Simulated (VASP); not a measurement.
# Li5Os3 (Fmmm) in VASP: single point with LDA

Aim: the single point of Li5Os3 with LDA.

Program: VASP 6.6.1. These are calculated values, not measurements. Logs are shortened: lines on timing, memory, paths and dates and some standing lists are left out, and cuts for length are marked.

## (1) The cell of the first run

Symmetry: Fmmm, No. 69, orthorhombic system. The conventional cell has a = 5.244 Å, b = 8.634 Å, c = 8.952 Å, α = 90.00°, β = 90.00°, γ = 90.00°. Li (site symmetry 2/m) has 8 Li at 2.53 to 3.11 Å and 6 Os at 2.59 to 3.11 Å within 3.3 Å. Li (site symmetry 2/m) has 8 Li at 2.53 to 2.62 Å and 6 Os at 2.59 to 3.11 Å within 3.3 Å. Within 3.3 Å of Li (site symmetry mmm) lie 6 Os at 2.53 to 2.62 Å and 8 Li at 2.59 to 3.11 Å. Os (site symmetry 2/m) has 10 Li at 2.53 to 3.11 Å and 4 Os at 2.53 to 2.62 Å within 3.3 Å. Os (site symmetry mmm) has 4 Os at 2.53 Å and 10 Li at 2.59 to 3.11 Å within 3.3 Å.

## (2) Single point, LDA

INCAR

```
SYSTEM = Li5Os3
ALGO     = Normal         ! electronic algorithm
EDIFF    = 1E-6           ! SCF threshold, eV
ENCUT    = 750            ! plane-wave cutoff, eV
GGA_COMPAT= .FALSE.      
ISIF     = 2              ! what is computed and relaxed
ISMEAR   = -1             ! smearing method
LASPH    = .TRUE.         ! aspherical terms in the spheres
LCHARG   = .FALSE.        ! write CHGCAR
LREAL    = .FALSE.        ! projectors in reciprocal space
LWAVE    = .FALSE.        ! write WAVECAR
NBANDS   = 30             ! bands
NELM     = 120            ! most SCF steps
PREC     = Accurate       ! precision mode
SIGMA    = 0.1            ! smearing width, eV
```

KPOINTS

```
k-points
0
G
  6 6 6
  0 0 0
```

POSCAR

```
Li5Os3
1.0
   -2.6222116398      3.0526285947      3.0526285947
    2.6222116398     -3.1649070940      3.1649070940
    2.6222116398      3.1649070940     -3.1649070940
Li Os
5 3
Direct
    0.0000000000      0.0000000000      0.0000000000
    0.0000000000      0.5000000000      0.5000000000
    0.5000000000      0.0000000000      0.0000000000
    0.5000000000      0.5000000000      0.0000000000
    0.5000000000      0.5000000000      0.5000000000
    0.0000000000      0.0000000000      0.5000000000
    0.0000000000      0.5000000000      0.0000000000
    0.5000000000      0.0000000000      0.5000000000
```

Potentials or basis: VASP PAW LDA potentials, release 64 (Li_sv, Os).

The run is started by

```bash
$ cat potpaw_LDA.64/Li_sv/POTCAR potpaw_LDA.64/Os/POTCAR > POTCAR
$ mpirun -np 1 vasp_std > vasp.out
```

OUTCAR:

```text
SYSTEM = Li5Os3
   EDIFF = 1E-6
   ENCUT = 750
   ISIF = 2
   ISMEAR = -1
   LASPH = .TRUE.
   LREAL = .FALSE.
   NELM = 120
   PREC = Accurate

 ion  position               nearest neighbor table
   1  0.000  0.000  0.000-   3 2.53   5 2.53   3 2.53   5 2.53   6 2.59   7 2.59   6 2.59   7 2.59

   2  0.000  0.500  0.500-   3 2.53   5 2.53   5 2.53   3 2.53   7 2.59   6 2.59   6 2.59   7 2.59

   3  0.500  0.000  0.000-   1 2.53   2 2.53   1 2.53   2 2.53   8 2.59   4 2.59   4 2.59   8 2.59
[... 5 lines left out ...]
   6  0.000  0.000  0.500-   4 2.53   8 2.53   8 2.53   4 2.53   1 2.59   2 2.59   1 2.59   2 2.59
                             7 2.62   7 2.62
   7  0.000  0.500  0.000-   4 2.53   8 2.53   4 2.53   8 2.53   2 2.59   1 2.59   1 2.59   2 2.59
                             6 2.62   6 2.62
   8  0.500  0.000  0.500-   6 2.53   7 2.53   6 2.53   7 2.53   3 2.59   5 2.59   3 2.59   5 2.59
                             4 2.62   4 2.62

  LATTYP: Found a face centered orthorhombic cell.
 ALAT       =     5.2444232796
 B/A-ratio  =     1.6463464253
 C/A-ratio  =     1.7069005675

  Lattice vectors:

 A1 = (   0.0000000000,  -0.1122784993,   6.2175356887)
 A2 = (   2.6222116398,  -3.1649070940,   3.1649070940)
 A3 = (   2.6222116398,   3.0526285947,   3.0526285947)

Analysis of symmetry for initial positions (statically):
=====================================================================
 Subroutine PRICEL returns:
 Original cell was already a primitive cell.

 Routine SETGRP: Setting up the symmetry group for a
 face centered orthorhombic supercell.

 Subroutine GETGRP returns: Found  8 space group operations
 (whereof  4 operations were pure point group operations)
 out of a pool of  8 trial point group operations.

The static configuration has the point symmetry C_2h.
 The point group associated with its full space group is D_2h.

Analysis of symmetry for dynamics (positions and initial velocities):
=====================================================================
 Subroutine PRICEL returns:
 Original cell was already a primitive cell.

 Routine SETGRP: Setting up the symmetry group for a
 face centered orthorhombic supercell.

 Subroutine GETGRP returns: Found  8 space group operations
 (whereof  4 operations were pure point group operations)
 out of a pool of  8 trial point group operations.

The dynamic configuration has the point symmetry C_2h.
[... 114 lines left out ...]
   EDIFFG = 0.1E-04   stopping-criterion for IOM
   NSW    =      0    number of steps for IOM
   IBRION =     -1    ionic relax: 0-MD 1-quasi-New 2-CG
   NFREE  =      0    steps in history (QN), initial steepest desc. (CG)
   ISIF   =      2    stress and relaxation
   ISYM   =      2    0-nonsym 1-usesym 2-fastsym
   POTIM  = 0.5000    time-step for ionic-motion
   TEBEG  =    0.0;   TEEND  =   0.0 temperature during run
   PSTRESS=    0.0 pullay stress
   NELECT =      39.0000    total number of electrons
   NUPDOWN=      -1.0000    fix difference up-down
   EMIN   =  10.00;   EMAX   =-10.00  energy-range for DOS
   EFERMI =   0.00;   METHOD = LEGACY
   ISMEAR =    -1;   SIGMA  =   0.10  broadening in eV -4-tet -1-fermi 0-gaus
   EFERMI_NEDOS =   21; number of points for ismear=-14 and -15
   IALGO  =     38    algorithm
   IMIX   =      4    mixing-type and parameters
     AMIX     =   0.40;   BMIX     =  1.00
     AMIX_MAG =   1.60;   BMIX_MAG =  1.00
  volume/ion in A,a.u.               =      12.67        85.48
  Fermi-wavevector in a.u.,A,eV,Ry     =   1.190809  2.250303 19.293419  1.418026
  Thomas-Fermi vector in A             =   2.326885
   LORBIT       =      0    0 simple, 1 ext, 2 COOP (PROOUT), +10 PAW based schemes
   GGA     = CA    functional components
   LHFCALC =     F    Hartree Fock is set to
   AEXX    =    0.0000 exact exchange contribution
   IVDW    =     0    specifies the selected vdW correction
   LEPSILON=     F    determine dielectric tensor
   LRPA    =     F    only Hartree local field effects (RPA)
 non-spin polarized calculation
  energy-cutoff  :      750.00
  volume of cell :      101.34
 maximum number of plane-waves:      4752
 NGX is ok and might be reduce to    48
   NGX = 23   NGY = 23   NGZ = 23

 number of electron      38.9999997 magnetization

 Free energy of the ion-electron system (eV)
  ---------------------------------------------------
  ext. energy  EPLUGINS =         0.00000000
  ---------------------------------------------------
  free energy    TOTEN  =       -46.85494580 eV

  energy without entropy =      -46.77956296  energy(sigma->0) =      -46.81725438

 E-fermi :   4.8649     XC(G=0): -11.0063

 val. band max:        4.8403869841   @ k =   0.0000   0.1667   0.0000
 cond. band min:       4.9609095926   @ k =  -0.3333   0.3333   0.3333
 fundamental gap:      0.1205226085
 Fermi energy:         4.8648516467

 k-point     1 :       0.0000    0.0000    0.0000
  band No.  band energies     occupation
      1     -40.0985      2.00000
      2     -40.0563      2.00000
      3     -39.5225      2.00000
      4     -39.4889      2.00000
      5     -38.7141      2.00000
      6      -3.0649      2.00000
[... 781 lines left out ...]
     29      12.6160      0.00000
     30      13.2571      0.00000

 [... further k-points ...]

------------------------ aborting loop because EDIFF is reached ----------------------------------------

  FORCE on cell =-STRESS in cart. coord.  units (eV):
  Direction    XX          YY          ZZ          XY          YZ          ZX
  --------------------------------------------------------------------------------------
  -------------------------------------------------------------------------------------
  Total        0.0494728     -0.1167579     -0.1167579      0.0000000      0.0631686     -0.0000000
  in kB        0.7821933     -1.8460101     -1.8460101      0.0000000      0.9987330     -0.0000000
  external PRESSURE =      -0.9699423 kB  Pullay stress =       0.0000000 kB

 VOLUME and BASIS-vectors are now :
 -----------------------------------------------------------------------------
  energy-cutoff  :      750.00
  volume of cell :      101.34
      direct lattice vectors                 reciprocal lattice vectors
    -2.622211640  3.052628595  3.052628595     0.000000000  0.163793264  0.163793264
     2.622211640 -3.164907094  3.164907094     0.190678736  0.002905372  0.160887892
     2.622211640  3.164907094 -3.164907094     0.190678736  0.160887892  0.002905372

 POSITION                                       TOTAL-FORCE (eV/Angst)
 -----------------------------------------------------------------------------------
      0.00000      0.00000      0.00000         0.000000      0.000000     -0.000000
      2.62221      0.00000      0.00000         0.000000      0.000000      0.000000
     -1.31111      1.52631      1.52631         0.000000      0.000000      0.000000
      0.00000     -0.05614      3.10877        -0.000000     -0.000000     -0.000000
      1.31111      1.52631      1.52631         0.000000      0.000000      0.000000
      1.31111      1.58245     -1.58245         0.000000      0.000000      0.000000
      1.31111     -1.58245      1.58245         0.000000      0.000000      0.000000
      0.00000      3.10877     -0.05614         0.000000      0.000000      0.000000
 -----------------------------------------------------------------------------------
    total drift:                                0.000000      0.000000      0.000000

  FREE ENERGIE OF THE ION-ELECTRON SYSTEM (eV)
  ---------------------------------------------------
  free  energy   TOTEN  =       -46.8549458029 eV

  energy  without entropy=      -46.7795629574  energy(sigma->0) =      -46.81725438
```

OSZICAR:

```text
N       E                     dE             d eps       ncg     rms          rms(c)
DAV:   1     0.320108511037E+03    0.32011E+03   -0.19918E+04  2760   0.170E+03
DAV:   2    -0.474904179607E+01   -0.32486E+03   -0.30516E+03  2760   0.468E+02
DAV:   3    -0.454380167693E+02   -0.40689E+02   -0.38612E+02  4320   0.114E+02
DAV:   4    -0.509510044368E+02   -0.55130E+01   -0.54143E+01  4484   0.405E+01
DAV:   5    -0.511953308757E+02   -0.24433E+00   -0.24422E+00  4120   0.779E+00    0.318E+01
DAV:   6    -0.474417422921E+02    0.37536E+01   -0.19431E+01  3828   0.205E+01    0.633E+00
DAV:   7    -0.469848685315E+02    0.45687E+00   -0.15386E+00  3256   0.696E+00    0.587E+00
DAV:   8    -0.468694522633E+02    0.11542E+00   -0.25918E-01  3832   0.260E+00    0.127E+00
DAV:   9    -0.468577354065E+02    0.11717E-01   -0.89050E-02  4108   0.190E+00    0.501E-01
DAV:  10    -0.468549313358E+02    0.28041E-02   -0.13972E-02  3668   0.665E-01    0.192E-01
DAV:  11    -0.468549508295E+02   -0.19494E-04   -0.18460E-03  3882   0.212E-01    0.537E-02
DAV:  12    -0.468549511505E+02   -0.32104E-06   -0.19295E-04  4468   0.101E-01    0.277E-02
DAV:  13    -0.468549462230E+02    0.49276E-05   -0.22354E-05  3626   0.281E-02    0.794E-03
DAV:  14    -0.468549458029E+02    0.42006E-06   -0.53884E-06  3440   0.114E-02
   1 F= -.46854946E+02 E0= -.46817254E+02  d E =-.753828E-01
```

It took 2.6 min on 1 thread of AMD EPYC 9R45 (Zen 5), shared host; peak memory 0.35 GiB.

What came out:

```
Free energy            : -46.8549 eV
Pressure               : -0.1 GPa
Band gap on the k mesh : zero (an odd number of electrons rules out a gap without spin polarisation)
```

Stress tensor (GPa, compression positive):
```
 0.08  0.00  0.00
 0.00 -0.18  0.10
 0.00  0.10 -0.18
```

Caveat: spin-orbit coupling is left out, which moves the levels of the heavy elements.
